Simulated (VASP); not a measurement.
A run of VASP 6.6.1:

Contents of INCAR:

```
PREC     = Accurate       # precision mode
ENCUT    = 520            # plane-wave cutoff, eV
EDIFF    = 1E-6           # SCF threshold, eV
ISMEAR   = -1             # smearing method
SIGMA    = 0.1            # smearing width, eV
LREAL    = F              # projectors in reciprocal space
LASPH    = T              # aspherical terms in the spheres
NELM     = 60             # most SCF steps
ALGO     = Normal         # electronic algorithm
ISIF     = 2              # what is computed and relaxed
LWAVE    = F              # write WAVECAR
LCHARG   = T              # write CHGCAR
GGA      = PS             # functional
LELF     = T              # ELF
LVHAR    = T            
NBANDS   = 16             # bands
```

KPOINTS

```
regular mesh
0
Gamma
  9 9 11
```

The input POSCAR:

```
Se
1.0
    4.7977583287      0.0000000000      0.0000000000
   -2.3988791644      4.1549805939      0.0000000000
    0.0000000000      0.0000000000      3.2146696281
Se
3
Direct
    0.0000000000      0.0000000000      0.0000000000
    0.3333333333      0.6666666667      0.5000000000
    0.6666666667      0.3333333333      0.5000000000
```

Potentials or basis: VASP PAW PBE potentials, release 64 (Se).

The run is started by

```console
$ cat potpaw_PBE.64/Se/POTCAR > POTCAR
$ mpirun -np 1 vasp_std > vasp.out
```

Hardware: 1 thread of Intel Xeon 6975P-C, on a shared host.

How long does it take, and how much memory?

It took 49 s on 1 thread of Intel Xeon 6975P-C, on a shared host, peak memory 0.21 GiB. Counts: scf iterations 12, k points 72.
